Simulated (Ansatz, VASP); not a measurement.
B2W in VASP and in Ansatz

The input INCAR:

```
PREC = Accurate
ENCUT = 520
EDIFF = 1E-6
ISMEAR = -1
SIGMA = 0.05
LREAL = False
LASPH = True
NELM = 80
ALGO = Normal
ISIF = 2
LWAVE = False
LCHARG = False
GGA = CA
NBANDS = 17
```

KPOINTS

```
regular mesh
0
Gamma
  14 14 12
```

POSCAR

```
B2W
1.0
    2.9596013921      0.0000000000      0.0000000000
   -1.4798006961      2.5630899906      0.0000000000
    0.0000000000      0.0000000000      3.0500000000
B W
2 1
Direct
    0.3333333333      0.6666666667      0.5000000000
    0.6666666667      0.3333333333      0.5000000000
    0.0000000000      0.0000000000      0.0000000000
```

Input for Ansatz:

```yaml
crystal:
  lattice:
    - [2.9596013921, 0.0, 0.0]
    - [-1.4798006961, 2.5630899906, 0.0]
    - [0.0, 0.0, 3.05]
  atoms:
    - { symbol: B, position: [0.3333333333, 0.6666666667, 0.5] }
    - { symbol: B, position: [0.6666666667, 0.3333333333, 0.5] }
    - { symbol: W, position: [0.0, 0.0, 0.0] }
kpoints:
  mp_grid: { grid: [14, 14, 12] }
  band_path:
    path:
      - [0.0, 0.0, 0.0]
      - [0.5, 0.0, 0.0]
      - [0.3333333333, 0.3333333333, 0.0]
      - [0.0, 0.0, 0.0]
      - [0.0, 0.0, 0.5]
      - [0.5, 0.0, 0.5]
      - [0.3333333333, 0.3333333333, 0.5]
      - [0.0, 0.0, 0.5]
      - [0.5, 0.0, 0.5]
    npoints: 5
scf:
  occupations: { method: fermi_dirac, width: 0.05 }
hamiltonian:
  xc: lda
  pseudopotentials: { kind: all_electron, lapw: { basis_error: 0.0005 } }
output:
  forces: true
  stress: true
  eigenvalues: true
```

Change from the starting cell: equal xx and yy strain of -2 %.

Alike in both runs: task single point; functional LDA; k mesh 14 × 14 × 12; occupations fermi-dirac, width 0.05 eV; no spin polarisation.

|  | VASP | Ansatz |
| --- | --- | --- |
| version | VASP 6.6.1 | Ansatz 0.2.0 |
| potentials or method | VASP PAW LDA potentials, release 64 (B, W_sv), cutoff 520 eV | all-electron LAPW, scalar-relativistic |

|  | VASP | Ansatz | Ansatz less VASP |
| --- | --- | --- | --- |
| pressure (GPa) | 44.2 | 41.6 | -2.54 |
| traceless stress, the component that is largest in VASP (GPa) | 7.95 | 7.75 | -0.202 |

LDA's correlation is that of Perdew and Zunger in VASP and of Perdew and Wang (1992) in Ansatz. Both programs put the cell under a high pressure, so it lies far from rest at this level. Ansatz ran all-electron here, and VASP with PAW potentials.

Spin-orbit coupling is off throughout.
